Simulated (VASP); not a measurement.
# Ag2Sb (Pnnm) in VASP: a series of runs

Runs on Ag2Sb. Level: PBE. Tasks: single point, relaxation of cell and atoms.

Program: VASP 6.6.1. These are calculated values, not measurements. Logs are shortened: lines on timing, memory, paths and dates and some standing lists are left out, and cuts for length are marked.

## 1. The cell of the first run

Symmetry: Pnnm, No. 58, orthorhombic system. Conventional cell: a = 5.085 Å, b = 6.206 Å, c = 3.874 Å, α = 90.00°, β = 90.00°, γ = 90.00°. Within 3.4 Å of Ag (site symmetry m) lie 2 Ag at 2.53 to 3.40 Å and 3 Sb at 2.56 to 2.58 Å. Within 3.4 Å of Sb (site symmetry 2/m) lie 6 Ag at 2.56 to 2.58 Å.

## 2. Single point, PBE

INCAR reads:

```
SYSTEM = Ag2Sb
PREC = Accurate
ENCUT = 520
EDIFF = 1E-6
ISMEAR = 0
SIGMA = 0.1
LREAL = .False.
LASPH = .True.
NELM = 100
ALGO = Fast
ISIF = 2
LWAVE = .False.
LCHARG = .False.
GGA = PE
NBANDS = 36
```

KPOINTS reads:

```
Automatic mesh
0
Gamma
  4 4 6
  0 0 0
```

POSCAR reads:

```
Ag2Sb
1.0
    5.0849690828      0.0000000000      0.0000000000
    0.0000000000      6.2061655237      0.0000000000
    0.0000000000      0.0000000000      3.8743057423
Ag Sb
4 2
Direct
    0.2004000000      0.3787000000      0.0000000000
    0.7996000000      0.6213000000      0.0000000000
    0.7004000000      0.1213000000      0.5000000000
    0.2996000000      0.8787000000      0.5000000000
    0.0000000000      0.0000000000      0.0000000000
    0.5000000000      0.5000000000      0.5000000000
```

Potentials or basis: VASP PAW PBE potentials, release 64 (Ag, Sb).

The run is started by

```console
> cat potpaw_PBE.64/Ag/POTCAR potpaw_PBE.64/Sb/POTCAR > POTCAR
> mpirun -np 1 vasp_std > vasp.out
```

OUTCAR:

```text
SYSTEM = Ag2Sb
   PREC = Accurate
   ENCUT = 520
   EDIFF = 1E-6
   ISMEAR = 0
   LREAL = .False.
   LASPH = .True.
   NELM = 100
   ISIF = 2
   GGA = PE

 ion  position               nearest neighbor table
   1  0.200  0.379  0.000-   2 2.53   5 2.56   6 2.58   6 2.58   2 3.40   3 3.57   3 3.57   3 3.57
                             3 3.57
   2  0.800  0.621  0.000-   1 2.53   5 2.56   6 2.58   6 2.58   1 3.40   4 3.57   4 3.57   4 3.57
                             4 3.57
   3  0.700  0.121  0.500-   4 2.53   6 2.56   5 2.58   5 2.58   4 3.40   1 3.57   1 3.57   1 3.57
                             1 3.57
   4  0.300  0.879  0.500-   3 2.53   6 2.56   5 2.58   5 2.58   3 3.40   2 3.57   2 3.57   2 3.57
                             2 3.57
   5  0.000  0.000  0.000-   1 2.56   2 2.56   3 2.58   4 2.58   3 2.58   4 2.58
   6  0.500  0.500  0.500-   3 2.56   4 2.56   1 2.58   2 2.58   1 2.58   2 2.58

  LATTYP: Found a simple orthorhombic cell.
 ALAT       =     3.8743057423
 B/A-ratio  =     1.3124852350
 C/A-ratio  =     1.6018781006

  Lattice vectors:

 A1 = (   0.0000000000,   0.0000000000,   3.8743057423)
 A2 = (   5.0849690828,   0.0000000000,   0.0000000000)
 A3 = (   0.0000000000,   6.2061655237,   0.0000000000)

Analysis of symmetry for initial positions (statically):
=====================================================================
 Subroutine PRICEL returns:
 Original cell was already a primitive cell.

 Routine SETGRP: Setting up the symmetry group for a
 simple orthorhombic supercell.

 Subroutine GETGRP returns: Found  8 space group operations
 (whereof  4 operations were pure point group operations)
 out of a pool of  8 trial point group operations.

The static configuration has the point symmetry C_2h.
 The point group associated with its full space group is D_2h.

Analysis of symmetry for dynamics (positions and initial velocities):
=====================================================================
 Subroutine PRICEL returns:
 Original cell was already a primitive cell.

 Routine SETGRP: Setting up the symmetry group for a
 simple orthorhombic supercell.

 Subroutine GETGRP returns: Found  8 space group operations
 (whereof  4 operations were pure point group operations)
 out of a pool of  8 trial point group operations.

The dynamic configuration has the point symmetry C_2h.
 The point group associated with its full space group is D_2h.

 Subroutine INISYM returns: Found  8 space group operations
 (whereof  4 operations are pure point group operations),
 and found     1 'primitive' translations

----------------------------------------------------------------------------------------

                                     Primitive cell

  volume of cell :     122.2660

  direct lattice vectors                    reciprocal lattice vectors
     5.084969083  0.000000000  0.000000000     0.196658030  0.000000000  0.000000000
     0.000000000  6.206165524  0.000000000     0.000000000  0.161130088  0.000000000
     0.000000000  0.000000000  3.874305742     0.000000000  0.000000000  0.258110760

  length of vectors
     5.084969083  6.206165524  3.874305742     0.196658030  0.161130088  0.258110760

  position of ions in fractional coordinates (direct lattice)
     0.200400000  0.378700000  0.000000000
     0.799600000  0.621300000  0.000000000
     0.700400000  0.121300000  0.500000000
     0.299600000  0.878700000  0.500000000
     0.000000000  0.000000000  0.000000000
     0.500000000  0.500000000  0.500000000

  ion indices of the primitive-cell ions
   primitive index   ion index
                 1           1
                 2           2
                 3           3
                 4           4
                 5           5
                 6           6

----------------------------------------------------------------------------------------

 KPOINTS: Automatic mesh

Automatic generation of k-mesh.
 Grid dimensions read from file:
 generate k-points for:    4    4    6

 Generating k-lattice:

  Cartesian coordinates                     Fractional coordinates (reciprocal lattice)
     0.049164507  0.000000000  0.000000000     0.250000000  0.000000000  0.000000000
     0.000000000  0.040282522  0.000000000     0.000000000  0.250000000  0.000000000
     0.000000000  0.000000000  0.043018460     0.000000000  0.000000000  0.166666667

  Length of vectors
     0.049164507  0.040282522  0.043018460

  Shift w.r.t. Gamma in fractional coordinates (k-lattice)
     0.000000000  0.000000000  0.000000000

 Subroutine IBZKPT returns following result:
 ===========================================

 Found     36 irreducible k-points:

 Following reciprocal coordinates:
            Coordinates               Weight
  0.000000  0.000000  0.000000      1.000000
  0.250000  0.000000  0.000000      2.000000
  0.500000  0.000000  0.000000      1.000000
  0.000000  0.250000  0.000000      2.000000
  0.250000  0.250000  0.000000      4.000000
  0.500000  0.250000  0.000000      2.000000
[... 16 lines left out ...]
  0.250000  0.250000  0.333333      8.000000
  0.500000  0.250000  0.333333      4.000000
 [... further k-points ...]
   k-points           NKPTS =     36   k-points in BZ     NKDIM =     36   number of bands    NBANDS=     36
   number of dos      NEDOS =    301   number of ions     NIONS =      6
   total plane-waves  NPLWV =  57600
   dimension x,y,z NGX =    40 NGY =   48 NGZ =   30
   dimension x,y,z NGXF=    80 NGYF=   96 NGZF=   60
   ions per type =               4   2
   NGX,Y,Z   is equivalent  to a cutoff of  13.08, 12.86, 12.87 a.u.
   NGXF,Y,Z  is equivalent  to a cutoff of  26.15, 25.72, 25.75 a.u.
 SYSTEM =  Ag2Sb
   PREC   = accura    normal or accurate (medium, high low for compatibility)
   ISTART =      0    job   : 0-new  1-cont  2-samecut
   ICHARG =      2    charge: 1-file 2-atom 10-const
   ISPIN  =      1    spin polarized calculation?
   LNONCOLLINEAR =      F non collinear calculations
   LSORBIT =      F    spin-orbit coupling
   LASPH  =      T    aspherical Exc in radial PAW
   ENCUT  =  520.0 eV  38.22 Ry    6.18 a.u.   9.45 11.54  7.20*2*pi/ulx,y,z
   NELM   =    100;   NELMIN=  2; NELMDL= -5     # of ELM steps
   EDIFF  = 0.1E-05   stopping-criterion for ELM
   LREAL  =      F    real-space projection
   EDIFFG = 0.1E-04   stopping-criterion for IOM
   NSW    =      0    number of steps for IOM
   IBRION =     -1    ionic relax: 0-MD 1-quasi-New 2-CG
   NFREE  =      0    steps in history (QN), initial steepest desc. (CG)
   ISIF   =      2    stress and relaxation
   ISYM   =      2    0-nonsym 1-usesym 2-fastsym
   POTIM  = 0.5000    time-step for ionic-motion
   TEBEG  =    0.0;   TEEND  =   0.0 temperature during run
   PSTRESS=    0.0 pullay stress
   NELECT =      54.0000    total number of electrons
   NUPDOWN=      -1.0000    fix difference up-down
   EMIN   =  10.00;   EMAX   =-10.00  energy-range for DOS
   EFERMI =   0.00;   METHOD = LEGACY
   ISMEAR =     0;   SIGMA  =   0.10  broadening in eV -4-tet -1-fermi 0-gaus
   EFERMI_NEDOS =   21; number of points for ismear=-14 and -15
   IALGO  =     68    algorithm
   IMIX   =      4    mixing-type and parameters
     AMIX     =   0.40;   BMIX     =  1.00
     AMIX_MAG =   1.60;   BMIX_MAG =  1.00
  volume/ion in A,a.u.               =      20.38       137.52
  Fermi-wavevector in a.u.,A,eV,Ry     =   1.246726  2.355970 21.147874  1.554325
  Thomas-Fermi vector in A             =   2.380890
   LORBIT       =      0    0 simple, 1 ext, 2 COOP (PROOUT), +10 PAW based schemes
   GGA     = PE    functional components
   LHFCALC =     F    Hartree Fock is set to
   AEXX    =    0.0000 exact exchange contribution
   IVDW    =     0    specifies the selected vdW correction
   LEPSILON=     F    determine dielectric tensor
   LRPA    =     F    only Hartree local field effects (RPA)
 non-spin polarized calculation
 RMM-DIIS sequential band-by-band and
 Gauss-broadening in eV      SIGMA  =   0.10
  energy-cutoff  :      520.00
  volume of cell :      122.27
 maximum number of plane-waves:      3310
 NGX is ok and might be reduce to    40
   NGX = 19   NGY = 23   NGZ = 15

 number of electron      53.9999992 magnetization

 Free energy of the ion-electron system (eV)
  ---------------------------------------------------
  ext. energy  EPLUGINS =         0.00000000
  ---------------------------------------------------
  free energy    TOTEN  =       -15.13931009 eV

  energy without entropy =      -15.12535598  energy(sigma->0) =      -15.13233303

 E-fermi :   8.3542     XC(G=0): -11.1127

 val. band max:        8.2822856969   @ k =   0.0000   0.2500   0.3333
 cond. band min:       8.3626714614   @ k =   0.0000   0.2500   0.0000
 fundamental gap:      0.0803857645
 Fermi energy:         8.3542147906

 k-point     1 :       0.0000    0.0000    0.0000
  band No.  band energies     occupation
      1      -3.2362      2.00000
      2      -1.9151      2.00000
      3       1.8305      2.00000
      4       2.0909      2.00000
      5       2.2400      2.00000
      6       2.4349      2.00000
[... 28 lines left out ...]
     35      16.2374      0.00000
     36      16.3391      0.00000

 k-point     2 :       0.2500    0.0000    0.0000
  band No.  band energies     occupation
      1      -3.0148      2.00000
      2      -2.0546      2.00000
      3       1.8635      2.00000
      4       2.0019      2.00000
      5       2.1581      2.00000
      6       2.3678      2.00000
[... 28 lines left out ...]
     35      15.5270      0.00000
     36      16.6347      0.00000

 k-point     3 :       0.5000    0.0000    0.0000
  band No.  band energies     occupation
      1      -2.4960      2.00000
      2      -2.4960      2.00000
      3       1.9209      2.00000
      4       1.9209      2.00000
      5       2.2786      2.00000
      6       2.2786      2.00000
[... 28 lines left out ...]
     35      15.4220      0.00000
     36      15.4220      0.00000

 k-point     4 :       0.0000    0.2500    0.0000
  band No.  band energies     occupation
      1      -3.0616      2.00000
      2      -2.1242      2.00000
      3       1.9580      2.00000
      4       2.1555      2.00000
      5       2.1605      2.00000
      6       2.3766      2.00000
[... 28 lines left out ...]
     35      16.3943      0.00000
     36      16.6053      0.00000

 k-point     5 :       0.2500    0.2500    0.0000
  band No.  band energies     occupation
      1      -2.8682      2.00000
      2      -2.1776      2.00000
      3       1.8576      2.00000
      4       2.1465      2.00000
      5       2.2069      2.00000
      6       2.2391      2.00000
[... 655 lines left out ...]
 k-point    22 :       0.0000    0.2500    0.3333
  band No.  band energies     occupation
      1      -2.3648      2.00000
      2      -1.8255      2.00000
      3       1.6832      2.00000
      4       1.8410      2.00000
      5       2.3638      2.00000
      6       2.3966      2.00000
[... 28 lines left out ...]
     35      14.3944      0.00000
     36      15.0330      0.00000

 k-point    23 :       0.2500    0.2500    0.3333
  band No.  band energies     occupation
      1      -2.2633      2.00000
      2      -1.8813      2.00000
      3       1.7333      2.00000
      4       1.9346      2.00000
      5       2.3043      2.00000
      6       2.4489      2.00000
[... 28 lines left out ...]
     35      15.6113      0.00000
     36      16.0326      0.00000

 k-point    24 :       0.5000    0.2500    0.3333
  band No.  band energies     occupation
      1      -2.0492      2.00000
      2      -2.0492      2.00000
      3       1.9480      2.00000
      4       1.9480      2.00000
      5       2.2606      2.00000
      6       2.2606      2.00000
[... 28 lines left out ...]
     35      16.3273      0.00000
     36      16.3273      0.00000

 [... further k-points ...]

------------------------ aborting loop because EDIFF is reached ----------------------------------------

  FORCE on cell =-STRESS in cart. coord.  units (eV):
  Direction    XX          YY          ZZ          XY          YZ          ZX
  --------------------------------------------------------------------------------------
  -------------------------------------------------------------------------------------
  Total       18.7325956     18.1424949     18.4485547     -0.0000000      0.0000000      0.0000000
  in kB      245.4725756    237.7398748    241.7504937     -0.0000000      0.0000000      0.0000000
  external PRESSURE =     241.6543147 kB  Pullay stress =       0.0000000 kB

 VOLUME and BASIS-vectors are now :
 -----------------------------------------------------------------------------
  energy-cutoff  :      520.00
  volume of cell :      122.27
      direct lattice vectors                 reciprocal lattice vectors
     5.084969083  0.000000000  0.000000000     0.196658030  0.000000000  0.000000000
     0.000000000  6.206165524  0.000000000     0.000000000  0.161130088  0.000000000
     0.000000000  0.000000000  3.874305742     0.000000000  0.000000000  0.258110760

 POSITION                                       TOTAL-FORCE (eV/Angst)
 -----------------------------------------------------------------------------------
      1.01903      2.35027      0.00000         0.221004     -0.427607     -0.000000
      4.06594      3.85589      0.00000        -0.221004      0.427607      0.000000
      3.56151      0.75281      1.93715         0.221004      0.427607      0.000000
      1.52346      5.45336      1.93715        -0.221004     -0.427607      0.000000
      0.00000      0.00000      0.00000         0.000000      0.000000      0.000000
      2.54248      3.10308      1.93715         0.000000      0.000000      0.000000
 -----------------------------------------------------------------------------------
    total drift:                               -0.000000     -0.000000     -0.000000

  FREE ENERGIE OF THE ION-ELECTRON SYSTEM (eV)
  ---------------------------------------------------
  free  energy   TOTEN  =       -15.1393100863 eV

  energy  without entropy=      -15.1253559751  energy(sigma->0) =      -15.13233303
```

It took 3.2 min on 1 thread of Oxide Virtual Turin-like, shared host; peak memory 0.27 GiB.

Results:

```
Free energy            : -15.1393 eV
Pressure               : 24.2 GPa
Largest force          : 0.481 eV/Å
Band gap on the k mesh : zero (bands 27 and 28 overlap by 4.04 eV)
```

Forces on the atoms (eV/Å):
```
Ag   0.221 -0.428  0.000
Ag  -0.221  0.428  0.000
Ag   0.221  0.428  0.000
Ag  -0.221 -0.428  0.000
Sb   0.000  0.000  0.000
Sb   0.000  0.000  0.000
```

Stress tensor (GPa, compression positive):
```
24.55  0.00  0.00
 0.00 23.77  0.00
 0.00  0.00 24.18
```

Caveat: the cell stands under pressure; spin-orbit coupling is left out, which moves the levels of the heavy elements.

(Part 1 of 2 ends here.)

The gap in the log of VASP goes by the Fermi energy; the results here count the filled bands.